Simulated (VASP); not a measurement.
## Mg3Si: relaxation of cell and atoms with PBE

Mg3Si:

```
Mg Si
1.0
     3.05725    0.00000    0.00000
    -1.52862    2.64765    0.00000
     0.00000    0.00000   10.05047
Mg Si
3 1
Direct
  0.33333 0.66667 0.73018
  0.00000 0.00000 0.00000
  0.33333 0.66667 0.26982
  0.00000 0.00000 0.50000
```

The cell was built from a structure type or drawn by symmetry, and may not be a known phase.

```
Program                : VASP 6.6.1
Task                   : relaxation of cell and atoms
Functional             : PBE
Potentials or basis    : VASP PAW PBE potentials, release 64 (Mg, Si)
Cutoff                 : 600 eV
k mesh                 : 18 × 18 × 6
Occupations            : gaussian, width 0.1 eV
Spin                   : no spin polarisation
Dipole correction      : no
Further INCAR settings : ALGO = Fast; EDIFF = 1e-07; IBRION = 2; EDIFFG = -0.01; NSW = 100; ISIF = 3
```

```
Relaxed volume                        : 20.48 Å³/atom
Relaxed cell                          : a = 3.148 Å, b = 3.148 Å, c = 9.542 Å, α = 90.00°, β = 90.00°, γ = 120.00°
Space group after relaxing (to 0.1 Å) : P-6m2 (No. 187)
Energy gained by relaxing             : 13.3 meV/atom
Ionic steps                           : 11
Pressure after relaxing               : 0.0 GPa
Band gap on the k mesh                : zero (bands 5 and 6 overlap by 2.60 eV)
```

Step by step:
| step | energy change (eV) | largest force (eV/Å) | pressure (GPa) | volume (Å³) |
| --- | --- | --- | --- | --- |
| 1 | 0.0000 | 0.0760 | 0.01 | 81.35 |
| 2 | -0.0224 | 0.0806 | 0.03 | 81.35 |
| 3 | -0.0443 | 0.0755 | 0.07 | 81.30 |
| 4 | -0.0361 | 0.0465 | 0.75 | 81.02 |
| 5 | -0.0510 | 0.0690 | 0.28 | 81.20 |
| 6 | -0.0512 | 0.0698 | 0.25 | 81.22 |
| 7 | -0.0512 | 0.0702 | 0.23 | 81.22 |
| 8 | -0.0522 | 0.0596 | -0.04 | 81.75 |
| 9 | -0.0524 | 0.0539 | -0.18 | 82.05 |
| 10 | -0.0531 | 0.0206 | -0.07 | 81.96 |
| 11 | -0.0532 | 0.0007 | -0.01 | 81.90 |

Final structure:
```cif
data_structure
_symmetry_space_group_name_H-M 'P 1'
_symmetry_Int_Tables_number 1
_cell_length_a 3.1482
_cell_length_b 3.1482
_cell_length_c 9.5419
_cell_angle_alpha 90.000
_cell_angle_beta 90.000
_cell_angle_gamma 120.000
_cell_volume 81.90
loop_
_atom_site_label
_atom_site_type_symbol
_atom_site_fract_x
_atom_site_fract_y
_atom_site_fract_z
_atom_site_occupancy
Mg1 Mg 0.33333 0.66667 0.72657 1
Mg2 Mg 0.00000 0.00000 0.00000 1
Mg3 Mg 0.33333 0.66667 0.27343 1
Si1 Si 0.00000 0.00000 0.50000 1
```

Levels at points of the mesh, in eV from the Fermi level:
| k point | band 2 | band 3 | band 4 | band 5 | band 6 | band 7 | band 8 | band 9 |
| --- | --- | --- | --- | --- | --- | --- | --- | --- |
| (0.00, 0.00, 0.00) | -6.36 | -6.36 | -2.37 | -1.46 | 5.32 | 5.54 | 5.54 | 5.87 |
| (0.50, 0.00, 0.00) | -4.59 | -2.35 | -1.60 | -1.35 | -0.68 | 1.67 | 2.71 | 3.07 |
| (0.00, 0.00, 0.50) | -7.00 | -4.75 | -4.46 | 1.25 | 1.81 | 5.54 | 5.54 | 9.61 |
| (0.50, 0.00, 0.50) | -4.58 | -2.58 | -1.90 | -0.31 | 0.03 | 0.70 | 0.73 | 2.71 |

Wall time 15 min on 1 thread of Intel Xeon 8259CL (shared host), peak memory 0.34 GiB.
